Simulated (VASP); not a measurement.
# V (P4/mmm) in VASP: notebook, part 2 of 2

VASP 6.6.1. Earlier steps stand in the parts before.

## (3) Single point, PBE

INCAR

```
SYSTEM = V
  PREC = Accurate
  ENCUT = 520
  EDIFF = 1E-6
  ISMEAR = 0
  SIGMA = 0.1
  LREAL = .False.
  LASPH = .True.
  NELM = 60
  ALGO = Fast
  ISIF = 2
  LWAVE = .False.
  LCHARG = .True.
  GGA = PE
  LELF = .True.
  LVHAR = .True.
  NBANDS = 40
```

KPOINTS

```
Automatic mesh
0
Gamma
  6 6 4
  0 0 0
```

POSCAR

```
V
1.0
    3.4677044522      0.0000000000      0.0000000000
    0.0000000000      3.4677044522      0.0000000000
    0.0000000000      0.0000000000      6.3414750369
V
5
Direct
    0.5000000000      0.0000000000      0.3019384233
    0.0000000000      0.5000000000      0.6980615767
    0.0000000000      0.5000000000      0.3019384233
    0.5000000000      0.0000000000      0.6980615767
    0.0000000000      0.0000000000      0.0000000000
```

Potentials or basis: VASP PAW PBE potentials, release 64 (V_sv).

On the command line:

```console
$ cat potpaw_PBE.64/V_sv/POTCAR > POTCAR
$ mpirun -np 1 vasp_std > vasp.out
```

OUTCAR:

```text
SYSTEM = V
   PREC = Accurate
   ENCUT = 520
   EDIFF = 1E-6
   ISMEAR = 0
   LREAL = .False.
   LASPH = .True.
   NELM = 60
   ISIF = 2
   GGA = PE

 ion  position               nearest neighbor table
   1  0.500  0.000  0.302-   3 2.45   3 2.45   3 2.45   3 2.45   4 2.51   5 2.58   5 2.58
   2  0.000  0.500  0.698-   4 2.45   4 2.45   4 2.45   4 2.45   3 2.51   5 2.58   5 2.58
   3  0.000  0.500  0.302-   1 2.45   1 2.45   1 2.45   1 2.45   2 2.51   5 2.58   5 2.58
   4  0.500  0.000  0.698-   2 2.45   2 2.45   2 2.45   2 2.45   1 2.51   5 2.58   5 2.58
   5  0.000  0.000  0.000-   1 2.58   2 2.58   3 2.58   4 2.58   2 2.58   3 2.58   1 2.58   4 2.58

  LATTYP: Found a simple tetragonal cell.
 ALAT       =     3.4677044522
 C/A-ratio  =     1.8287241962

  Lattice vectors:

 A1 = (   3.4677044522,   0.0000000000,   0.0000000000)
 A2 = (   0.0000000000,   3.4677044522,   0.0000000000)
 A3 = (   0.0000000000,   0.0000000000,   6.3414750369)

Analysis of symmetry for initial positions (statically):
=====================================================================
 Subroutine PRICEL returns:
 Original cell was already a primitive cell.

 Routine SETGRP: Setting up the symmetry group for a
 simple tetragonal supercell.

 Subroutine GETGRP returns: Found 16 space group operations
 (whereof 16 operations were pure point group operations)
 out of a pool of 16 trial point group operations.

The static configuration has the point symmetry D_4h.

Analysis of symmetry for dynamics (positions and initial velocities):
=====================================================================
 Subroutine PRICEL returns:
 Original cell was already a primitive cell.

 Routine SETGRP: Setting up the symmetry group for a
 simple tetragonal supercell.

 Subroutine GETGRP returns: Found 16 space group operations
 (whereof 16 operations were pure point group operations)
 out of a pool of 16 trial point group operations.

The dynamic configuration has the point symmetry D_4h.

 Subroutine INISYM returns: Found 16 space group operations
 (whereof 16 operations are pure point group operations),
 and found     1 'primitive' translations

----------------------------------------------------------------------------------------

                                     Primitive cell

  volume of cell :      76.2561

  direct lattice vectors                    reciprocal lattice vectors
     3.467704452  0.000000000  0.000000000     0.288375210  0.000000000  0.000000000
     0.000000000  3.467704452  0.000000000     0.000000000  0.288375210  0.000000000
     0.000000000  0.000000000  6.341475037     0.000000000  0.000000000  0.157692019

  length of vectors
     3.467704452  3.467704452  6.341475037     0.288375210  0.288375210  0.157692019

  position of ions in fractional coordinates (direct lattice)
     0.500000000  0.000000000  0.301938423
     0.000000000  0.500000000  0.698061577
     0.000000000  0.500000000  0.301938423
     0.500000000  0.000000000  0.698061577
     0.000000000  0.000000000  0.000000000

  ion indices of the primitive-cell ions
   primitive index   ion index
                 1           1
                 2           2
[... 29 lines left out ...]

 Following reciprocal coordinates:
            Coordinates               Weight
  0.000000  0.000000  0.000000      1.000000
  0.166667  0.000000  0.000000      4.000000
  0.333333  0.000000  0.000000      4.000000
  0.500000  0.000000  0.000000      2.000000
  0.166667  0.166667  0.000000      4.000000
  0.333333  0.166667  0.000000      8.000000
[... 16 lines left out ...]
  0.333333  0.000000  0.500000      4.000000
  0.500000  0.000000  0.500000      2.000000
 [... further k-points ...]
   k-points           NKPTS =     30   k-points in BZ     NKDIM =     30   number of bands    NBANDS=     40
   number of dos      NEDOS =    301   number of ions     NIONS =      5
   total plane-waves  NPLWV =  37632
   dimension x,y,z NGX =    28 NGY =   28 NGZ =   48
   dimension x,y,z NGXF=    56 NGYF=   56 NGZF=   96
   ions per type =               5
   NGX,Y,Z   is equivalent  to a cutoff of  13.42, 13.42, 12.58 a.u.
   NGXF,Y,Z  is equivalent  to a cutoff of  26.85, 26.85, 25.17 a.u.
 SYSTEM =  V
   PREC   = accura    normal or accurate (medium, high low for compatibility)
   ISTART =      0    job   : 0-new  1-cont  2-samecut
   ICHARG =      2    charge: 1-file 2-atom 10-const
   ISPIN  =      1    spin polarized calculation?
   LNONCOLLINEAR =      F non collinear calculations
   LSORBIT =      F    spin-orbit coupling
   LASPH  =      T    aspherical Exc in radial PAW
   ENCUT  =  520.0 eV  38.22 Ry    6.18 a.u.   6.45  6.45 11.79*2*pi/ulx,y,z
   NELM   =     60;   NELMIN=  2; NELMDL= -5     # of ELM steps
   EDIFF  = 0.1E-05   stopping-criterion for ELM
   LREAL  =      F    real-space projection
   EDIFFG = 0.1E-04   stopping-criterion for IOM
   NSW    =      0    number of steps for IOM
   IBRION =     -1    ionic relax: 0-MD 1-quasi-New 2-CG
   NFREE  =      0    steps in history (QN), initial steepest desc. (CG)
   ISIF   =      2    stress and relaxation
   ISYM   =      2    0-nonsym 1-usesym 2-fastsym
   POTIM  = 0.5000    time-step for ionic-motion
   TEBEG  =    0.0;   TEEND  =   0.0 temperature during run
   PSTRESS=    0.0 pullay stress
   NELECT =      65.0000    total number of electrons
   NUPDOWN=      -1.0000    fix difference up-down
   EMIN   =  10.00;   EMAX   =-10.00  energy-range for DOS
   EFERMI =   0.00;   METHOD = LEGACY
   ISMEAR =     0;   SIGMA  =   0.10  broadening in eV -4-tet -1-fermi 0-gaus
   EFERMI_NEDOS =   21; number of points for ismear=-14 and -15
   IALGO  =     68    algorithm
   IMIX   =      4    mixing-type and parameters
     AMIX     =   0.40;   BMIX     =  1.00
     AMIX_MAG =   1.60;   BMIX_MAG =  1.00
  volume/ion in A,a.u.               =      15.25       102.92
  Fermi-wavevector in a.u.,A,eV,Ry     =   1.552224  2.933279 32.781880  2.409400
  Thomas-Fermi vector in A             =   2.656630
   LORBIT       =      0    0 simple, 1 ext, 2 COOP (PROOUT), +10 PAW based schemes
   GGA     = PE    functional components
   LHFCALC =     F    Hartree Fock is set to
   AEXX    =    0.0000 exact exchange contribution
   IVDW    =     0    specifies the selected vdW correction
   LEPSILON=     F    determine dielectric tensor
   LRPA    =     F    only Hartree local field effects (RPA)
 non-spin polarized calculation
 RMM-DIIS sequential band-by-band and
 Gauss-broadening in eV      SIGMA  =   0.10
  energy-cutoff  :      520.00
  volume of cell :       76.26
 maximum number of plane-waves:      2095
 NGX is ok and might be reduce to    28
   NGX = 13   NGY = 13   NGZ = 23

 number of electron      65.0000030 magnetization

 Free energy of the ion-electron system (eV)
  ---------------------------------------------------
  ext. energy  EPLUGINS =         0.00000000
  ---------------------------------------------------
  free energy    TOTEN  =       -40.88064971 eV

  energy without entropy =      -40.84783093  energy(sigma->0) =      -40.86424032

 E-fermi :   8.4491     XC(G=0): -12.0789

 val. band max:        8.4206174358   @ k =   0.5000   0.0000   0.5000
 cond. band min:       8.4663201332   @ k =   0.5000   0.1667   0.2500
 fundamental gap:      0.0457026974
 Fermi energy:         8.4491278433

 k-point     1 :       0.0000    0.0000    0.0000
  band No.  band energies     occupation
      1     -55.5382      2.00000
      2     -55.3970      2.00000
      3     -55.3595      2.00000
      4     -55.1465      2.00000
      5     -55.0886      2.00000
      6     -29.6769      2.00000
[... 1021 lines left out ...]
     39       9.6444      0.00000
     40      10.0486      0.00000

 [... further k-points ...]

------------------------ aborting loop because EDIFF is reached ----------------------------------------

  FORCE on cell =-STRESS in cart. coord.  units (eV):
  Direction    XX          YY          ZZ          XY          YZ          ZX
  --------------------------------------------------------------------------------------
  -------------------------------------------------------------------------------------
  Total        0.1218711      0.1218711      0.2026251      0.0000000      0.0000000     -0.0000000
  in kB        2.5605722      2.5605722      4.2572532      0.0000000      0.0000000     -0.0000000
  external PRESSURE =       3.1261325 kB  Pullay stress =       0.0000000 kB

 VOLUME and BASIS-vectors are now :
 -----------------------------------------------------------------------------
  energy-cutoff  :      520.00
  volume of cell :       76.26
      direct lattice vectors                 reciprocal lattice vectors
     3.467704452  0.000000000  0.000000000     0.288375210  0.000000000  0.000000000
     0.000000000  3.467704452  0.000000000     0.000000000  0.288375210  0.000000000
     0.000000000  0.000000000  6.341475037     0.000000000  0.000000000  0.157692019

 POSITION                                       TOTAL-FORCE (eV/Angst)
 -----------------------------------------------------------------------------------
      1.73385      0.00000      1.91473         0.000000     -0.000000     -0.005125
      0.00000      1.73385      4.42674         0.000000      0.000000      0.005125
      0.00000      1.73385      1.91473        -0.000000      0.000000     -0.005125
      1.73385      0.00000      4.42674        -0.000000     -0.000000      0.005125
      0.00000      0.00000      0.00000         0.000000     -0.000000      0.000000
 -----------------------------------------------------------------------------------
    total drift:                                0.000000      0.000000      0.000000

  FREE ENERGIE OF THE ION-ELECTRON SYSTEM (eV)
  ---------------------------------------------------
  free  energy   TOTEN  =       -40.8806497122 eV

  energy  without entropy=      -40.8478309316  energy(sigma->0) =      -40.86424032
```

It took 51 s on 1 thread of Intel Xeon 6975P-C (Granite Rapids), shared host; peak memory 0.21 GiB.

Results:

* Free energy: -40.8806 eV
* Pressure: 0.3 GPa
* Largest force: 0.005 eV/Å
* Band gap on the k mesh: zero (an odd number of electrons rules out a gap without spin polarisation)

Forces in eV/Å, atoms in the order of the input:
```
V    0.000  0.000 -0.005
V    0.000  0.000  0.005
V    0.000  0.000 -0.005
V    0.000  0.000  0.005
V    0.000  0.000  0.000
```

Stress tensor (GPa, compression positive):
```
0.26 0.00 0.00
0.00 0.26 0.00
0.00 0.00 0.43
```

Levels at points of the mesh, in eV from the Fermi level:
```csv
k point,band 30,band 31,band 32,band 33,band 34,band 35,band 36,band 37
"(0.00, 0.00, 0.00)",-1.36,-1.36,-1.20,-1.20,1.37,1.65,1.70,1.74
"(0.50, 0.00, 0.00)",-0.55,-0.32,-0.10,-0.04,0.28,0.56,0.99,1.05
"(0.50, 0.50, 0.00)",-0.96,-0.62,-0.29,0.03,0.03,0.84,1.51,1.51
"(0.00, 0.00, 0.50)",-1.58,-1.14,0.21,0.21,0.57,0.99,0.99,1.40
"(0.50, 0.00, 0.50)",-0.45,-0.04,-0.03,-0.03,0.02,0.39,0.55,0.59
"(0.50, 0.50, 0.50)",-0.75,0.60,0.60,0.88,0.88,0.99,1.01,1.46
```

## (4) Relaxation of cell and atoms, PBE

INCAR

```
SYSTEM = V
PREC = Accurate
ENCUT = 600
EDIFF = 1E-6
ISMEAR = 0
SIGMA = 0.1
LREAL = .False.
LASPH = .True.
NELM = 80
ALGO = Fast
ISIF = 3
LWAVE = .False.
LCHARG = .False.
GGA = PE
IBRION = 2
NSW = 90
EDIFFG = -0.04
```

KPOINTS

```
regular mesh
0
Gamma
  6 6 4
  0 0 0
```

POSCAR

```
V
1.0
    3.4748408809      0.0000000000      0.0000000000
    0.0000000000      3.4748408809      0.0000000000
    0.0000000000      0.0000000000      6.3124084081
V
5
Direct
    0.5000000000      0.0000000000      0.3058835602
    0.0000000000      0.5000000000      0.6941164398
    0.0000000000      0.5000000000      0.3058835602
    0.5000000000      0.0000000000      0.6941164398
    0.0000000000      0.0000000000      0.0000000000
```

On the command line:

```console
$ cat potpaw_PBE.64/V_sv/POTCAR > POTCAR
$ mpirun -np 1 vasp_std > vasp.out
```

Wall time 3.1 min (1 thread of Intel Xeon 6975P-C (Granite Rapids), shared host); peak memory 0.23 GiB.

It converged, with:

```yaml
Free_energy: -40.8801 eV
Relaxed_volume: 15.27 Å³/atom
Relaxed_cell: a = 3.463 Å, b = 3.463 Å, c = 6.364 Å, α = 90.00°, β = 90.00°, γ = 90.00°
Space_group_after_relaxing_to_0.1_Å: P4/mmm (No. 123)
Energy_gained_by_relaxing: 2.7 meV/atom
Ionic_steps: 5
Pressure_after_relaxing: 0.1 GPa
Largest_force_after_relaxing: 0.027 eV/Å
Band_gap_on_the_k_mesh: zero (an odd number of electrons rules out a gap without spin polarisation)
```

Forces on the atoms (eV/Å):
```
V    0.000  0.000 -0.027
V    0.000  0.000  0.027
V    0.000  0.000 -0.027
V    0.000  0.000  0.027
V    0.000  0.000  0.000
```

Stress tensor (GPa, compression positive):
```
 0.23  0.00  0.00
 0.00  0.23  0.00
 0.00  0.00 -0.12
```

Step by step:
```csv
step,energy change (eV),largest force (eV/Å),pressure (GPa),volume (Å³)
1,0.0000,0.2352,0.40,76.22
2,-0.0100,0.1171,-0.42,76.64
3,-0.0114,0.0682,-0.76,76.85
4,-0.0129,0.0064,0.58,76.09
5,-0.0133,0.0266,0.11,76.34
```

Final structure:
```xyz
5
Lattice="3.4635 0.0000 0.0000 0.0000 3.4635 0.0000 0.0000 0.0000 6.3638" Properties=species:S:1:pos:R:3 pbc="T T T"
V     1.7317    0.0000    1.9246
V     0.0000    1.7317    4.4392
V     0.0000    1.7317    1.9246
V     1.7317    3.4635    4.4392
V     0.0000    0.0000    0.0000
```

Levels at points of the mesh, in eV from the Fermi level:
```tsv
k point	band 31	band 32	band 33	band 34	band 35	band 36
(0.00, 0.00, 0.00)	-1.36	-1.18	-1.18	1.37	1.62	1.64
(0.50, 0.00, 0.00)	-0.32	-0.10	-0.04	0.29	0.56	0.97
(0.50, 0.50, 0.00)	-0.64	-0.30	0.01	0.01	0.87	1.52
(0.00, 0.00, 0.50)	-1.12	0.22	0.22	0.58	1.00	1.00
(0.50, 0.00, 0.50)	-0.04	-0.03	-0.03	0.02	0.40	0.57
(0.50, 0.50, 0.50)	0.61	0.61	0.89	0.89	1.00	1.02
```

## (5) Summary

| task | cell | k mesh | cutoff (eV) | gap on the mesh (eV) | pressure (GPa) | largest force (eV/Å) |
| --- | --- | --- | --- | --- | --- | --- |
| single point | a = 3.475, b = 3.475, c = 6.312 Å, 5 atoms, atomic positions A | 4 × 4 × 4 | 520 | none | 0.3 | 0.01 |
| single point | a = 3.468, b = 3.468, c = 6.341 Å, 5 atoms, atomic positions B | 6 × 6 × 4 | 520 | none | 0.3 | 0.01 |
| relaxation of cell and atoms | relaxed from a = 3.475, b = 3.475, c = 6.312 Å, 5 atoms, atomic positions A | 6 × 6 × 4 | 600 | none | 0.1 | 0.03 |

Alike in all rows: level PBE; potentials or basis VASP PAW PBE potentials, release 64 (V_sv); no spin polarisation; smearing gaussian 0.1 eV.

Caveats: some runs use coarse meshes.

Absolute energies hang on the potentials; compare differences alone.
